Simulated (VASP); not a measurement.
Write the native input for VASP 6.6.1 that does the following.

| Quantity | Value |
| --- | --- |
| Task | single point |
| Functional | PBEsol |
| Potentials or basis | VASP PAW PBE potentials, release 64 (Ni, Al) |
| Cutoff | 520 eV |
| k mesh | 8 × 8 × 8 |
| Occupations | fermi-dirac, width 0.05 eV |
| Spin | collinear spin, ferromagnetic start |
| Starting moments | [1.0, 1.0, 1.0, 0.0] μB |
| Dipole correction | no |
| Further INCAR settings | ALGO = Normal; EDIFF = 1e-06; NBANDS = 28 |

The structure of AlNi3 lies in POSCAR:

```
AlNi3
1.0
    3.4754400422      0.0000000000      0.0000000000
    0.0000000000      3.4754400422      0.0000000000
    0.0000000000      0.0000000000      3.4754400422
Ni Al
3 1
Direct
    0.5000000000      0.5000000000      0.0000000000
    0.5000000000      0.0000000000      0.5000000000
    0.0000000000      0.5000000000      0.5000000000
    0.0000000000      0.0000000000      0.0000000000
```

The input as run:

INCAR

```
SYSTEM = AlNi3
PREC     = Accurate       ! precision mode
ENCUT    = 520            ! plane-wave cutoff, eV
EDIFF    = 1E-6           ! SCF threshold, eV
ISMEAR   = -1             ! smearing method
SIGMA    = 0.05           ! smearing width, eV
LREAL    = .FALSE.        ! projectors in reciprocal space
LASPH    = .TRUE.         ! aspherical terms in the spheres
NELM     = 150            ! most SCF steps
ALGO     = Normal         ! electronic algorithm
ISIF     = 2              ! what is computed and relaxed
LWAVE    = .FALSE.        ! write WAVECAR
LCHARG   = .FALSE.        ! write CHGCAR
ISPIN    = 2              ! spin polarisation
MAGMOM   = 1 1 1 0        ! initial moments
LORBIT   = 11             ! projections on sites
LMAXMIX  = 4              ! l up to which the mixer works
GGA      = PS             ! functional
NBANDS   = 28             ! bands
```

KPOINTS

```
regular mesh
0
G
  8 8 8
  0 0 0
```

Potentials or basis: VASP PAW PBE potentials, release 64 (Ni, Al).

Command:

```console
$ cat potpaw_PBE.64/Ni/POTCAR potpaw_PBE.64/Al/POTCAR > POTCAR
$ mpirun -np 1 vasp_std > vasp.out
```

It gave:

The pressure is 8.4 GPa. The net moment is 0.57 μB per cell, the site moments are Ni +0.20; Al -0.01 μB and the valence electrons inside the program's atomic spheres are Ni 9.54; Al 0.84.

Caveat: the PAW data sets were made with another functional, which shifts forces and pressure a little.

Wall time 38 s on 1 thread of Intel(R) Xeon(R) 6975P-C (Granite Rapids), with other jobs on the host, peak memory 0.2 GiB.
